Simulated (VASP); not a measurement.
# Zr3Sb4 (P-43m) in VASP: relaxation of cell and atoms with PBE

Aim: the relaxation of cell and atoms of Zr3Sb4 with PBE.

Program: VASP 6.6.1. These are calculated values, not measurements. Logs are shortened: lines on timing, memory, paths and dates and some standing lists are left out, and cuts for length are marked.

**1. The cell of the first run**

Symmetry: P-43m, No. 215, cubic system. Conventional cell: a = 6.290 Å, b = 6.290 Å, c = 6.290 Å, α = 90.00°, β = 90.00°, γ = 90.00°. Zr (site symmetry -42m) has 4 Sb at 2.82 Å within 3.7 Å. Within 3.7 Å of Sb (site symmetry 3m) lie 3 Zr at 2.82 Å.

The cell was built from a structure type or drawn by symmetry, and may not be a known phase.

**2. Relaxation of cell and atoms, PBE**

INCAR

```
SYSTEM = Zr3Sb4
  ALGO = Normal
  EDIFF = 1E-6
  EDIFFG = -0.01
  ENCUT = 600
  GGA = PE
  IBRION = 2
  ISIF = 3
  ISMEAR = 0
  LASPH = .TRUE.
  LCHARG = .FALSE.
  LREAL = .FALSE.
  LWAVE = .FALSE.
  NELM = 100
  NSW = 100
  PREC = Accurate
  SIGMA = 0.02
```

KPOINTS

```
k-points
0
G
  4 4 4
  0 0 0
```

POSCAR

```
Zr3Sb4
1.0
    6.2902099132      0.0000000000      0.0000000000
    0.0000000000      6.2902099132      0.0000000000
    0.0000000000      0.0000000000      6.2902099132
Zr Sb
3 4
Direct
    0.0000000000      0.0000000000      0.5000000000
    0.5000000000      0.0000000000      0.0000000000
    0.0000000000      0.5000000000      0.0000000000
    0.2744381441      0.7255618559      0.2744381441
    0.7255618559      0.2744381441      0.2744381441
    0.2744381441      0.2744381441      0.7255618559
    0.7255618559      0.7255618559      0.7255618559
```

Potentials or basis: VASP PAW PBE potentials, release 64 (Zr_sv, Sb).

Run with:

```bash
> cat potpaw_PBE.64/Zr_sv/POTCAR potpaw_PBE.64/Sb/POTCAR > POTCAR
> mpirun -np 1 vasp_std > vasp.out
```

OUTCAR:

```text
SYSTEM = Zr3Sb4
   EDIFF = 1E-6
   EDIFFG = -0.01
   ENCUT = 600
   GGA = PE
   IBRION = 2
   ISIF = 3
   ISMEAR = 0
   LASPH = .TRUE.
   LREAL = .FALSE.
   NELM = 100
   NSW = 100
   PREC = Accurate

 ion  position               nearest neighbor table
   1  0.000  0.000  0.500-   4 2.82   5 2.82   6 2.82   7 2.82
   2  0.500  0.000  0.000-   4 2.82   5 2.82   6 2.82   7 2.82
   3  0.000  0.500  0.000-   4 2.82   5 2.82   6 2.82   7 2.82
   4  0.274  0.726  0.274-   1 2.82   2 2.82   3 2.82
   5  0.726  0.274  0.274-   1 2.82   2 2.82   3 2.82
   6  0.274  0.274  0.726-   1 2.82   2 2.82   3 2.82
   7  0.726  0.726  0.726-   1 2.82   2 2.82   3 2.82

  LATTYP: Found a simple cubic cell.
 ALAT       =     6.2902099132

  Lattice vectors:

 A1 = (   6.2902099132,   0.0000000000,   0.0000000000)
 A2 = (   0.0000000000,   6.2902099132,   0.0000000000)
 A3 = (   0.0000000000,   0.0000000000,   6.2902099132)

Analysis of symmetry for initial positions (statically):
=====================================================================
 Subroutine PRICEL returns:
 Original cell was already a primitive cell.

 Routine SETGRP: Setting up the symmetry group for a
 simple cubic supercell.

 Subroutine GETGRP returns: Found 24 space group operations
 (whereof 24 operations were pure point group operations)
 out of a pool of 48 trial point group operations.

The static configuration has the point symmetry T_d .

Analysis of symmetry for dynamics (positions and initial velocities):
=====================================================================
 Subroutine PRICEL returns:
 Original cell was already a primitive cell.

 Routine SETGRP: Setting up the symmetry group for a
 simple cubic supercell.

 Subroutine GETGRP returns: Found 24 space group operations
 (whereof 24 operations were pure point group operations)
 out of a pool of 48 trial point group operations.

The dynamic configuration has the point symmetry T_d .

 Subroutine INISYM returns: Found 24 space group operations
 (whereof 24 operations are pure point group operations),
 and found     1 'primitive' translations

----------------------------------------------------------------------------------------

                                     Primitive cell

  volume of cell :     248.8831

  direct lattice vectors                    reciprocal lattice vectors
     6.290209913  0.000000000  0.000000000     0.158977206  0.000000000  0.000000000
     0.000000000  6.290209913  0.000000000     0.000000000  0.158977206  0.000000000
     0.000000000  0.000000000  6.290209913     0.000000000  0.000000000  0.158977206

  length of vectors
     6.290209913  6.290209913  6.290209913     0.158977206  0.158977206  0.158977206

  position of ions in fractional coordinates (direct lattice)
     0.000000000  0.000000000  0.500000000
     0.500000000  0.000000000  0.000000000
     0.000000000  0.500000000  0.000000000
     0.274438144  0.725561856  0.274438144
     0.725561856  0.274438144  0.274438144
     0.274438144  0.274438144  0.725561856
     0.725561856  0.725561856  0.725561856

  ion indices of the primitive-cell ions
   primitive index   ion index
                 1           1
                 2           2
                 3           3
                 4           4
                 5           5
                 6           6
                 7           7

[... 62 lines left out ...]
   ISIF   =      3    stress and relaxation
   ISYM   =      2    0-nonsym 1-usesym 2-fastsym
   POTIM  = 0.5000    time-step for ionic-motion
   TEBEG  =    0.0;   TEEND  =   0.0 temperature during run
   PSTRESS=    0.0 pullay stress
   NELECT =      56.0000    total number of electrons
   NUPDOWN=      -1.0000    fix difference up-down
   EMIN   =  10.00;   EMAX   =-10.00  energy-range for DOS
   EFERMI =   0.00;   METHOD = LEGACY
   ISMEAR =     0;   SIGMA  =   0.02  broadening in eV -4-tet -1-fermi 0-gaus
   EFERMI_NEDOS =   21; number of points for ismear=-14 and -15
   IALGO  =     38    algorithm
   IMIX   =      4    mixing-type and parameters
     AMIX     =   0.40;   BMIX     =  1.00
     AMIX_MAG =   1.60;   BMIX_MAG =  1.00
  volume/ion in A,a.u.               =      35.55       239.94
  Fermi-wavevector in a.u.,A,eV,Ry     =   0.995724  1.881646 13.489721  0.991467
  Thomas-Fermi vector in A             =   2.127764
   LORBIT       =      0    0 simple, 1 ext, 2 COOP (PROOUT), +10 PAW based schemes
   GGA     = PE    functional components
   LHFCALC =     F    Hartree Fock is set to
   AEXX    =    0.0000 exact exchange contribution
   IVDW    =     0    specifies the selected vdW correction
   LEPSILON=     F    determine dielectric tensor
   LRPA    =     F    only Hartree local field effects (RPA)
 conjugate gradient relaxation of ions
 non-spin polarized calculation
 Gauss-broadening in eV      SIGMA  =   0.02
  energy-cutoff  :      600.00
  volume of cell :      248.88
 maximum number of plane-waves:      8340
   NGX = 25   NGY = 25   NGZ = 25

--------------------------------------- Ionic step        1  -------------------------------------------

 number of electron      55.9999997 magnetization

 Free energy of the ion-electron system (eV)
  ---------------------------------------------------
  ext. energy  EPLUGINS =         0.00000000
  ---------------------------------------------------
  free energy    TOTEN  =       -41.36609033 eV

  energy without entropy =      -41.36609033  energy(sigma->0) =      -41.36609033

------------------------ aborting loop because EDIFF is reached ----------------------------------------

  FORCE on cell =-STRESS in cart. coord.  units (eV):
  Direction    XX          YY          ZZ          XY          YZ          ZX
  --------------------------------------------------------------------------------------
  -------------------------------------------------------------------------------------
  Total        0.0818517      0.0818517      0.0818517      0.0000000     -0.0000000      0.0000000
  in kB        0.5269179      0.5269179      0.5269179      0.0000000     -0.0000000      0.0000000
  external PRESSURE =       0.5269179 kB  Pullay stress =       0.0000000 kB

 VOLUME and BASIS-vectors are now :
 -----------------------------------------------------------------------------
  energy-cutoff  :      600.00
  volume of cell :      248.88
      direct lattice vectors                 reciprocal lattice vectors
     6.290209913  0.000000000  0.000000000     0.158977206  0.000000000  0.000000000
     0.000000000  6.290209913  0.000000000     0.000000000  0.158977206  0.000000000
     0.000000000  0.000000000  6.290209913     0.000000000  0.000000000  0.158977206

 POSITION                                       TOTAL-FORCE (eV/Angst)
 -----------------------------------------------------------------------------------
      0.00000      0.00000      3.14510        -0.000000     -0.000000     -0.000000
      3.14510      0.00000      0.00000         0.000000     -0.000000     -0.000000
      0.00000      3.14510      0.00000        -0.000000     -0.000000     -0.000000
      1.72627      4.56394      1.72627         0.007499     -0.007499      0.007499
      4.56394      1.72627      1.72627        -0.007499      0.007499      0.007499
      1.72627      1.72627      4.56394         0.007499      0.007499     -0.007499
      4.56394      4.56394      4.56394        -0.007499     -0.007499     -0.007499
 -----------------------------------------------------------------------------------
    total drift:                               -0.000000     -0.000000      0.000000

  FREE ENERGIE OF THE ION-ELECTRON SYSTEM (eV)
  ---------------------------------------------------
  free  energy   TOTEN  =       -41.3660903333 eV

  energy  without entropy=      -41.3660903333  energy(sigma->0) =      -41.36609033

--------------------------------------- Ionic step        2  -------------------------------------------

 number of electron      55.9999997 magnetization

 Free energy of the ion-electron system (eV)
  ---------------------------------------------------
  ext. energy  EPLUGINS =         0.00000000
  ---------------------------------------------------
  free energy    TOTEN  =       -41.36610876 eV

  energy without entropy =      -41.36610876  energy(sigma->0) =      -41.36610876

 E-fermi :   4.2586     XC(G=0):  -8.7656

 val. band max:        4.1700127077   @ k =   0.2500   0.2500   0.0000
 cond. band min:       4.8671473256   @ k =   0.2500   0.0000   0.0000
 fundamental gap:      0.6971346179
 Fermi energy:         4.2586086087

 k-point     1 :       0.0000    0.0000    0.0000
  band No.  band energies     occupation
      1     -44.9098      2.00000
      2     -44.9076      2.00000
      3     -44.9076      2.00000
      4     -22.9550      2.00000
      5     -22.9550      2.00000
      6     -22.9550      2.00000
[... 349 lines left out ...]
     32       5.9051      0.00000
     33       6.1522      0.00000

------------------------ aborting loop because EDIFF is reached ----------------------------------------

  FORCE on cell =-STRESS in cart. coord.  units (eV):
  Direction    XX          YY          ZZ          XY          YZ          ZX
  --------------------------------------------------------------------------------------
  -------------------------------------------------------------------------------------
  Total       -0.0683524     -0.0683524     -0.0683524      0.0000000     -0.0000000     -0.0000000
  in kB       -0.4392725     -0.4392725     -0.4392725      0.0000000     -0.0000000     -0.0000000
  external PRESSURE =      -0.4392725 kB  Pullay stress =       0.0000000 kB

 VOLUME and BASIS-vectors are now :
 -----------------------------------------------------------------------------
  energy-cutoff  :      600.00
  volume of cell :      249.30
      direct lattice vectors                 reciprocal lattice vectors
     6.293758260  0.000000000  0.000000000     0.158887577 -0.000000000  0.000000000
     0.000000000  6.293758260  0.000000000    -0.000000000  0.158887577  0.000000000
    -0.000000000 -0.000000000  6.293758260    -0.000000000 -0.000000000  0.158887577

 POSITION                                       TOTAL-FORCE (eV/Angst)
 -----------------------------------------------------------------------------------
      6.29376      6.29376      3.14688         0.000000      0.000000      0.000000
      3.14688      6.29376      6.29376         0.000000      0.000000     -0.000000
      6.29376      3.14688      6.29376         0.000000      0.000000     -0.000000
      1.72761      4.56615      1.72761        -0.000639      0.000639     -0.000639
      4.56615      1.72761      1.72761         0.000639     -0.000639     -0.000639
      1.72761      1.72761      4.56615        -0.000639     -0.000639      0.000639
      4.56615      4.56615      4.56615         0.000639      0.000639      0.000639
 -----------------------------------------------------------------------------------
    total drift:                               -0.000000     -0.000000      0.000000

  FREE ENERGIE OF THE ION-ELECTRON SYSTEM (eV)
  ---------------------------------------------------
  free  energy   TOTEN  =       -41.3661087581 eV

  energy  without entropy=      -41.3661087581  energy(sigma->0) =      -41.36610876

 reached required accuracy - stopping structural energy minimisation
```

Wall time 2.1 min (1 thread of AMD EPYC 7R13 (Zen 3), shared host); peak memory 0.37 GiB.

Results:

```yaml
Free_energy: -41.3661 eV
Relaxed_volume: 35.61 Å³/atom
Relaxed_cell: a = 6.294 Å, b = 6.294 Å, c = 6.294 Å, α = 90.00°, β = 90.00°, γ = 90.00°
Space_group_after_relaxing_to_0.1_Å: P-43m (No. 215)
Energy_gained_by_relaxing: 0.0 meV/atom
Ionic_steps: 2
Pressure_after_relaxing: 0.0 GPa
Band_gap_on_the_k_mesh: 0.70 eV (least direct gap 0.77 eV)
```

Final structure:
```cif
data_structure
_symmetry_space_group_name_H-M 'P 1'
_symmetry_Int_Tables_number 1
_cell_length_a 6.2938
_cell_length_b 6.2938
_cell_length_c 6.2938
_cell_angle_alpha 90.000
_cell_angle_beta 90.000
_cell_angle_gamma 90.000
_cell_volume 249.30
loop_
_atom_site_label
_atom_site_type_symbol
_atom_site_fract_x
_atom_site_fract_y
_atom_site_fract_z
_atom_site_occupancy
Zr1 Zr 0.00000 0.00000 0.50000 1
Zr2 Zr 0.50000 0.00000 0.00000 1
Zr3 Zr 0.00000 0.50000 0.00000 1
Sb1 Sb 0.27450 0.72550 0.27450 1
Sb2 Sb 0.72550 0.27450 0.27450 1
Sb3 Sb 0.27450 0.27450 0.72550 1
Sb4 Sb 0.72550 0.72550 0.72550 1
```

Caveat: spin-orbit coupling is left out, which moves the levels of the heavy elements. A k mesh can miss the band edges.
